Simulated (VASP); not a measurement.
# Bi (Pm-3m) in VASP: single point with PBE

Aim: the single point of Bi with PBE.

Program: VASP 6.6.1. These are calculated values, not measurements. Logs are shortened: lines on timing, memory, paths and dates and some standing lists are left out, and cuts for length are marked.

## Step 1: The cell of the first run

Symmetry: Pm-3m, No. 221, cubic system. The conventional cell has a = 3.274 Å, b = 3.274 Å, c = 3.274 Å, α = 90.00°, β = 90.00°, γ = 90.00°. Bi (site symmetry m-3m) has 6 Bi at 3.27 Å within 4.3 Å.

This isn't the form of Bi at room conditions, which is rhombohedral.

## Step 2: Single point, PBE

POSCAR

```
Bi
1.0
    3.2742433319      0.0000000000      0.0000000000
    0.0000000000      3.2742433319      0.0000000000
    0.0000000000      0.0000000000      3.2742433319
Bi
1
Direct
    0.5000000000      0.5000000000      0.5000000000
```

INCAR.step1

```
ALGO = Fast
EDIFF = 1E-6
ENCUT = 520
GGA = PE
ISIF = 2
ISMEAR = 0
LASPH = T
LCHARG = T
LREAL = F
LWAVE = F
NBANDS = 14
NELM = 80
PREC = Accurate
SIGMA = 0.1
```

KPOINTS.step1

```
k-points
0
Gamma
  16 16 16
```

INCAR.step2

```
ALGO = Fast
EDIFF = 1E-6
ENCUT = 520
GGA = PE
ICHARG = 11
ISIF = 2
ISMEAR = -5
LASPH = T
LCHARG = F
LORBIT = 11
LREAL = F
LWAVE = F
NEDOS = 1001
NELM = 80
PREC = Accurate
SIGMA = 0.1
```

KPOINTS.step2

```
k-points
0
Gamma
  24 24 24
```

Potentials or basis: VASP PAW PBE potentials, release 64 (Bi_d).

Command:

```console
$ cat potpaw_PBE.64/Bi_d/POTCAR > POTCAR
$ cp INCAR.step1 INCAR
$ cp KPOINTS.step1 KPOINTS
$ mpirun -np 1 vasp_std > vasp.out
$ cp INCAR.step2 INCAR
$ cp KPOINTS.step2 KPOINTS
$ mpirun -np 1 vasp_std > vasp.out
```

OUTCAR:

```text
EDIFF = 1E-6
   ENCUT = 520
   GGA = PE
   ICHARG = 11
   ISIF = 2
   ISMEAR = -5
   LASPH = T
   LORBIT = 11
   LREAL = F
   NELM = 80
   PREC = Accurate

 ion  position               nearest neighbor table
   1  0.500  0.500  0.500-

  LATTYP: Found a simple cubic cell.
 ALAT       =     3.2742433319

  Lattice vectors:

 A1 = (   3.2742433319,   0.0000000000,   0.0000000000)
 A2 = (   0.0000000000,   3.2742433319,   0.0000000000)
 A3 = (   0.0000000000,   0.0000000000,   3.2742433319)

Analysis of symmetry for initial positions (statically):
=====================================================================
 Subroutine PRICEL returns:
 Original cell was already a primitive cell.

 Routine SETGRP: Setting up the symmetry group for a
 simple cubic supercell.

 Subroutine GETGRP returns: Found 48 space group operations
 (whereof 48 operations were pure point group operations)
 out of a pool of 48 trial point group operations.

The static configuration has the point symmetry O_h .

Analysis of symmetry for dynamics (positions and initial velocities):
=====================================================================
 Subroutine PRICEL returns:
 Original cell was already a primitive cell.

 Routine SETGRP: Setting up the symmetry group for a
 simple cubic supercell.

 Subroutine GETGRP returns: Found 48 space group operations
 (whereof 48 operations were pure point group operations)
 out of a pool of 48 trial point group operations.

The dynamic configuration has the point symmetry O_h .

 Subroutine INISYM returns: Found 48 space group operations
 (whereof 48 operations are pure point group operations),
 and found     1 'primitive' translations

----------------------------------------------------------------------------------------

                                     Primitive cell

  volume of cell :      35.1021

  direct lattice vectors                    reciprocal lattice vectors
     3.274243332  0.000000000  0.000000000     0.305414075  0.000000000  0.000000000
     0.000000000  3.274243332  0.000000000     0.000000000  0.305414075  0.000000000
     0.000000000  0.000000000  3.274243332     0.000000000  0.000000000  0.305414075

  length of vectors
     3.274243332  3.274243332  3.274243332     0.305414075  0.305414075  0.305414075

  position of ions in fractional coordinates (direct lattice)
     0.500000000  0.500000000  0.500000000

  ion indices of the primitive-cell ions
   primitive index   ion index
                 1           1

----------------------------------------------------------------------------------------

 KPOINTS: k-points

Automatic generation of k-mesh.
 Grid dimensions read from file:
 generate k-points for:   24   24   24

 Generating k-lattice:

  Cartesian coordinates                     Fractional coordinates (reciprocal lattice)
     0.012725586  0.000000000  0.000000000     0.041666667  0.000000000  0.000000000
     0.000000000  0.012725586  0.000000000     0.000000000  0.041666667  0.000000000
     0.000000000  0.000000000  0.012725586     0.000000000  0.000000000  0.041666667

  Length of vectors
     0.012725586  0.012725586  0.012725586

  Shift w.r.t. Gamma in fractional coordinates (k-lattice)
     0.000000000  0.000000000  0.000000000

 TETIRR: Found   6890 inequivalent tetrahedra from    82944

 Subroutine IBZKPT returns following result:
 ===========================================

 Found    455 irreducible k-points:

 Following reciprocal coordinates:
            Coordinates               Weight
  0.000000  0.000000  0.000000      1.000000
  0.041667  0.000000  0.000000      6.000000
  0.083333  0.000000  0.000000      6.000000
  0.125000  0.000000  0.000000      6.000000
  0.166667  0.000000  0.000000      6.000000
  0.208333  0.000000  0.000000      6.000000
[... 16 lines left out ...]
  0.416667  0.041667  0.000000     24.000000
  0.458333  0.041667  0.000000     24.000000
 [... further k-points ...]
   k-points           NKPTS =    455   k-points in BZ     NKDIM =    455   number of bands    NBANDS=     11
   number of dos      NEDOS =   1001   number of ions     NIONS =      1
   total plane-waves  NPLWV =  13824
   dimension x,y,z NGX =    24 NGY =   24 NGZ =   24
   dimension x,y,z NGXF=    48 NGYF=   48 NGZF=   48
   ions per type =               1
   NGX,Y,Z   is equivalent  to a cutoff of  12.19, 12.19, 12.19 a.u.
   NGXF,Y,Z  is equivalent  to a cutoff of  24.37, 24.37, 24.37 a.u.
 SYSTEM =  unknown system
   PREC   = accura    normal or accurate (medium, high low for compatibility)
   ISTART =      0    job   : 0-new  1-cont  2-samecut
   ICHARG =     11    charge: 1-file 2-atom 10-const
   ISPIN  =      1    spin polarized calculation?
   LNONCOLLINEAR =      F non collinear calculations
   LSORBIT =      F    spin-orbit coupling
   LASPH  =      T    aspherical Exc in radial PAW
   ENCUT  =  520.0 eV  38.22 Ry    6.18 a.u.   6.09  6.09  6.09*2*pi/ulx,y,z
   NELM   =     80;   NELMIN=  2; NELMDL=  0     # of ELM steps
   EDIFF  = 0.1E-05   stopping-criterion for ELM
   LREAL  =      F    real-space projection
   EDIFFG = 0.1E-04   stopping-criterion for IOM
   NSW    =      0    number of steps for IOM
   IBRION =     -1    ionic relax: 0-MD 1-quasi-New 2-CG
   NFREE  =      0    steps in history (QN), initial steepest desc. (CG)
   ISIF   =      2    stress and relaxation
   ISYM   =      2    0-nonsym 1-usesym 2-fastsym
   POTIM  = 0.5000    time-step for ionic-motion
   TEBEG  =    0.0;   TEEND  =   0.0 temperature during run
   PSTRESS=    0.0 pullay stress
   NELECT =      15.0000    total number of electrons
   NUPDOWN=      -1.0000    fix difference up-down
   EMIN   =  10.00;   EMAX   =-10.00  energy-range for DOS
   EFERMI =   0.00;   METHOD = LEGACY
   ISMEAR =    -5;   SIGMA  =   0.10  broadening in eV -4-tet -1-fermi 0-gaus
   EFERMI_NEDOS =   21; number of points for ismear=-14 and -15
   IALGO  =     68    algorithm
   IMIX   =      4    mixing-type and parameters
     AMIX     =   0.40;   BMIX     =  1.00
     AMIX_MAG =   1.60;   BMIX_MAG =  1.00
  volume/ion in A,a.u.               =      35.10       236.88
  Fermi-wavevector in a.u.,A,eV,Ry     =   1.233089  2.330200 20.687762  1.520508
  Thomas-Fermi vector in A             =   2.367833
   LORBIT       =     11    0 simple, 1 ext, 2 COOP (PROOUT), +10 PAW based schemes
   GGA     = PE    functional components
   LHFCALC =     F    Hartree Fock is set to
   AEXX    =    0.0000 exact exchange contribution
   IVDW    =     0    specifies the selected vdW correction
   LEPSILON=     F    determine dielectric tensor
   LRPA    =     F    only Hartree local field effects (RPA)
 non-spin polarized calculation
 RMM-DIIS sequential band-by-band and
 Fermi weights with tetrahedron method with Bloechl corrections
  energy-cutoff  :      520.00
  volume of cell :       35.10
 maximum number of plane-waves:       968

 number of electron      14.9999991 magnetization

 Free energy of the ion-electron system (eV)
  ---------------------------------------------------
  ext. energy  EPLUGINS =         0.00000000
  ---------------------------------------------------
  free energy    TOTEN  =        -3.84329261 eV

  energy without entropy =       -3.84329261  energy(sigma->0) =       -3.84329261

 E-fermi :   6.3167     XC(G=0):  -9.5855

 val. band max:        6.4065928161   @ k =   0.4167   0.2917   0.2917
 cond. band min:       6.1722710155   @ k =   0.2500   0.2500   0.2500
 fundamental gap:     -0.2343218007
 Fermi energy:         6.3166834490

 k-point     1 :       0.0000    0.0000    0.0000
  band No.  band energies     occupation
      1     -16.5900      2.00000
      2     -16.5900      2.00000
      3     -16.2886      2.00000
      4     -16.2886      2.00000
      5     -16.2886      2.00000
      6      -6.6371      2.00000
      7       9.4345      0.00000
      8       9.4345      0.00000
      9       9.4345      0.00000
     10      12.5460      0.00000
     11      14.1023      0.00000

 k-point     2 :       0.0417    0.0000    0.0000
  band No.  band energies     occupation
      1     -16.5897      2.00000
      2     -16.5857      2.00000
      3     -16.2899      2.00000
      4     -16.2899      2.00000
      5     -16.2884      2.00000
      6      -6.6161      2.00000
      7       9.0930      0.00000
      8       9.4581      0.00000
      9       9.4581      0.00000
     10      12.7090      0.00000
     11      14.1194      0.00000

 k-point     3 :       0.0833    0.0000    0.0000
  band No.  band energies     occupation
      1     -16.5891      2.00000
      2     -16.5730      2.00000
      3     -16.2938      2.00000
      4     -16.2938      2.00000
      5     -16.2881      2.00000
      6      -6.5534      2.00000
      7       8.3139      0.00000
      8       9.5282      0.00000
      9       9.5282      0.00000
     10      12.9610      0.00000
     11      14.1704      0.00000

 k-point     4 :       0.1250    0.0000    0.0000
  band No.  band energies     occupation
      1     -16.5881      2.00000
      2     -16.5530      2.00000
      3     -16.3000      2.00000
      4     -16.3000      2.00000
      5     -16.2876      2.00000
      6      -6.4499      2.00000
      7       7.3833      0.00000
      8       9.6428      0.00000
      9       9.6428      0.00000
     10      13.1593      0.00000
     11      14.2557      0.00000

 k-point     5 :       0.1667    0.0000    0.0000
  band No.  band energies     occupation
      1     -16.5868      2.00000
      2     -16.5268      2.00000
      3     -16.3080      2.00000
      4     -16.3080      2.00000
      5     -16.2870      2.00000
      6      -6.3075      2.00000
      7       6.4222      0.61374
      8       9.7979      0.00000
      9       9.7979      0.00000
     10      13.3429      0.00000
     11      14.3756      0.00000
[... 211 lines left out ...]
 k-point    21 :       0.3333    0.0417    0.0000
  band No.  band energies     occupation
      1     -16.5773      2.00000
      2     -16.3989      2.00000
      3     -16.3482      2.00000
      4     -16.3465      2.00000
      5     -16.2852      2.00000
      6      -5.4275      2.00000
      7       3.0508      2.00000
      8      10.3498      0.00000
      9      10.6998      0.00000
     10      14.5045      0.00000
     11      15.3671      0.00000

 k-point    22 :       0.3750    0.0417    0.0000
  band No.  band energies     occupation
      1     -16.5760      2.00000
      2     -16.3727      2.00000
      3     -16.3562      2.00000
      4     -16.3544      2.00000
      5     -16.2845      2.00000
      6      -5.1943      2.00000
      7       2.4279      2.00000
      8      10.5784      0.00000
      9      10.9200      0.00000
     10      14.8286      0.00000
     11      15.6309      0.00000

 k-point    23 :       0.4167    0.0417    0.0000
  band No.  band energies     occupation
      1     -16.5750      2.00000
      2     -16.3623      2.00000
      3     -16.3605      2.00000
      4     -16.3525      2.00000
      5     -16.2840      2.00000
      6      -4.9940      2.00000
      7       1.9465      2.00000
      8      10.7705      0.00000
      9      11.1024      0.00000
     10      15.1782      0.00000
     11      15.9055      0.00000

 k-point    24 :       0.4583    0.0417    0.0000
  band No.  band energies     occupation
      1     -16.5744      2.00000
      2     -16.3662      2.00000
      3     -16.3643      2.00000
      4     -16.3399      2.00000
      5     -16.2837      2.00000
      6      -4.8560      2.00000
      7       1.6389      2.00000
      8      10.9004      0.00000
      9      11.2242      0.00000
     10      15.5275      0.00000
     11      16.1637      0.00000

 [... further k-points ...]

------------------------ aborting loop because EDIFF is reached ----------------------------------------

  FORCE on cell =-STRESS in cart. coord.  units (eV):
  Direction    XX          YY          ZZ          XY          YZ          ZX
  --------------------------------------------------------------------------------------
  -------------------------------------------------------------------------------------
  Total        0.0327941      0.0327941      0.0327941      0.0000000      0.0000000      0.0000000
  in kB        1.4968352      1.4968352      1.4968352      0.0000000      0.0000000      0.0000000
  external PRESSURE =       1.4968352 kB  Pullay stress =       0.0000000 kB

 VOLUME and BASIS-vectors are now :
 -----------------------------------------------------------------------------
  energy-cutoff  :      520.00
  volume of cell :       35.10
      direct lattice vectors                 reciprocal lattice vectors
     3.274243332  0.000000000  0.000000000     0.305414075  0.000000000  0.000000000
     0.000000000  3.274243332  0.000000000     0.000000000  0.305414075  0.000000000
     0.000000000  0.000000000  3.274243332     0.000000000  0.000000000  0.305414075

 POSITION                                       TOTAL-FORCE (eV/Angst)
 -----------------------------------------------------------------------------------
      1.63712      1.63712      1.63712         0.000000      0.000000      0.000000
 -----------------------------------------------------------------------------------
    total drift:                                0.000000     -0.000000     -0.000000

  FREE ENERGIE OF THE ION-ELECTRON SYSTEM (eV)
  ---------------------------------------------------
  free  energy   TOTEN  =        -3.8432926144 eV

  energy  without entropy=       -3.8432926144  energy(sigma->0) =       -3.84329261

 total charge

# of ion       s       p       d       tot
------------------------------------------
    1        1.537   1.316   9.912  12.765
```

Run time: 2.3 min. Hardware: 1 thread of Intel Xeon 8259CL, shared host; peak memory 0.28 GiB.

What came out:

- Valence electrons inside the program's atomic spheres: Bi 12.77

Caveat: spin-orbit coupling is left out, which moves the levels of the heavy elements.
